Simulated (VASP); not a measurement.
Set up this calculation in VASP 6.6.1, as the native input.

| Item | Value |
| --- | --- |
| Task | single point |
| Functional | LDA |
| Potentials or basis | VASP PAW LDA potentials, release 64 (Ta_pv, N) |
| Cutoff | 520 eV |
| k mesh | 5 × 5 × 8 |
| Occupations | fermi-dirac, width 0.03 eV |
| Spin | no spin polarisation |
| Dipole correction | no |
| Further INCAR settings | ALGO = Normal; EDIFF = 1e-06; NBANDS = 33 |

The structure of TaN lies in POSCAR:

```
TaN
1.0
    5.2022252935      0.0000000000      0.0000000000
   -2.6011126468      4.5052592604      0.0000000000
    0.0000000000      0.0000000000      2.9176612005
Ta N
3 3
Direct
    0.0000000000      0.0000000000      0.0000000000
    0.3333333333      0.6666666667      0.5000000000
    0.6666666667      0.3333333333      0.5000000000
    0.5000000000      0.0000000000      0.0000000000
    0.5000000000      0.5000000000      0.0000000000
    0.0000000000      0.5000000000      0.0000000000
```

These files were run (other wordings do the same):

INCAR

```
SYSTEM = TaN
PREC     = Accurate       ! precision mode
ENCUT    = 520            ! plane-wave cutoff, eV
EDIFF    = 1E-6           ! SCF threshold, eV
ISMEAR   = -1             ! smearing method
SIGMA    = 0.03           ! smearing width, eV
LREAL    = .False.        ! projectors in reciprocal space
LASPH    = .True.         ! aspherical terms in the spheres
NELM     = 80             ! most SCF steps
ALGO     = Normal         ! electronic algorithm
ISIF     = 2              ! what is computed and relaxed
LWAVE    = .False.        ! write WAVECAR
LCHARG   = .True.         ! write CHGCAR
GGA      = CA             ! functional
LELF     = .True.         ! ELF
LVHAR    = .True.       
NBANDS   = 33             ! bands
```

KPOINTS

```
regular mesh
0
Gamma
  5 5 8
  0 0 0
```

Potentials or basis: VASP PAW LDA potentials, release 64 (Ta_pv, N).

Run with:

```console
$ cat potpaw_LDA.64/Ta_pv/POTCAR potpaw_LDA.64/N/POTCAR > POTCAR
$ mpirun -np 1 vasp_std > vasp.out
```

It gave:

```json
{"Pressure": "-6.2 GPa", "Band gap on the k mesh": "zero (bands 24 and 25 overlap by 2.12 eV)"}
```

Caveat: the cell stands under tension; spin-orbit coupling is left out, which moves the levels of the heavy elements.

Wall time 48 s on 1 thread of Intel Xeon 8259CL, on a shared host, peak memory 0.19 GiB.
